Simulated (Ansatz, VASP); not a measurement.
# Two plane-wave programs on SnO2

The input POSCAR:

```
SnO2
1.0
    4.9030229716      0.0000000000      0.0000000000
    0.0000000000      4.9030229716      0.0000000000
    0.0000000000      0.0000000000      3.2005650988
Sn O
2 4
Direct
    0.0000000000      0.0000000000      0.0000000000
    0.5000000000      0.5000000000      0.5000000000
    0.3058934984      0.3058934984      0.0000000000
    0.1941065016      0.8058934984      0.5000000000
    0.6941065016      0.6941065016      0.0000000000
    0.8058934984      0.1941065016      0.5000000000
```

INCAR.step1

```
SYSTEM = SnO2
ALGO     = Normal         ! electronic algorithm
EDIFF    = 1E-4           ! SCF threshold, eV
ENCUT    = 520            ! plane-wave cutoff, eV
GGA      = PE             ! functional
ISMEAR   = 0              ! smearing method
LASPH    = .TRUE.         ! aspherical terms in the spheres
LCHARG   = .FALSE.        ! write CHGCAR
LREAL    = .FALSE.        ! projectors in reciprocal space
LWAVE    = .TRUE.         ! write WAVECAR
NBANDS   = 35             ! bands
NELM     = 80             ! most SCF steps
PREC     = Accurate       ! precision mode
SIGMA    = 0.05           ! smearing width, eV
```

INCAR.step2

```
SYSTEM = SnO2
ALGO     = Normal         ! electronic algorithm
EDIFF    = 1E-7           ! SCF threshold, eV
ENCUT    = 520            ! plane-wave cutoff, eV
ISIF     = 2              ! what is computed and relaxed
ISMEAR   = 0              ! smearing method
ISTART   = 1            
LASPH    = .TRUE.         ! aspherical terms in the spheres
LCHARG   = .TRUE.         ! write CHGCAR
LELF     = .TRUE.         ! ELF
LMIXTAU  = .TRUE.       
LREAL    = .FALSE.        ! projectors in reciprocal space
LVHAR    = .TRUE.       
LWAVE    = .FALSE.        ! write WAVECAR
METAGGA  = R2SCAN         ! meta-GGA
NBANDS   = 35             ! bands
NELM     = 80             ! most SCF steps
PREC     = Accurate       ! precision mode
SIGMA    = 0.05           ! smearing width, eV
```

File KPOINTS:

```
k-points
0
G
  6 6 8
  0 0 0
```

Input for Ansatz:

```yaml
crystal:
  lattice:
    - [4.9030229738, 0.0, 0.0]
    - [0.0, 4.9030229738, 0.0]
    - [0.0, 0.0, 3.2005650981]
  atoms:
    - { symbol: Sn, position: [0.0, 0.0, 0.0] }
    - { symbol: Sn, position: [0.5, 0.5, 0.5] }
    - { symbol: O, position: [0.3058934983, 0.3058934983, 0.0] }
    - { symbol: O, position: [0.1941065017, 0.8058934983, 0.5] }
    - { symbol: O, position: [0.6941065017, 0.6941065017, 0.0] }
    - { symbol: O, position: [0.8058934983, 0.1941065017, 0.5] }
basis:
  ecutwfc: 500
kpoints:
  mp_grid: { grid: [6, 6, 8] }
hamiltonian:
  xc: r2scan
scf:
  occupations: { method: gaussian, width: 0.05 }
output:
  forces: true
  stress: true
  eigenvalues: true
  write_density: true
  write_potential: true
  elf: true
  volumetric_format: npy
```

Change from the starting cell: strain +0.0300 x Voigt [1, 1, 0, 0, 0, 0], atoms carried along.

Alike in both runs: task single point; functional r2SCAN; k mesh 6 × 6 × 8; occupations gaussian, width 0.05 eV; no spin polarisation.

|  | VASP | Ansatz |
| --- | --- | --- |
| version | VASP 6.6.1 | Ansatz 0.2.0 |
| potentials or method | VASP PAW PBE potentials, release 64 (Sn_d, O), cutoff 520 eV | scalar-relativistic, plane waves, PAW |
| valence electrons in the cell | 52 | 52 |

```csv
,VASP,Ansatz,Ansatz less VASP
gap on the k mesh at the Fermi level (eV),1.21,1.19,-0.017
least direct gap on the mesh (eV),1.21,1.19,-0.017
pressure (GPa),-9.2,-10.0,-0.86
"traceless stress, the component that is largest in VASP (GPa)",2.38,1.99,-0.396
rms of the force components (eV/Å),0.075,0.093,+0.0184
```

VASP's potentials were made for PBE, not for r2SCAN. Atom by atom the forces differ by 0.018 eV/Å (rms over components). With one functional, cell and mesh, what is left measures potentials, basis and numerics.
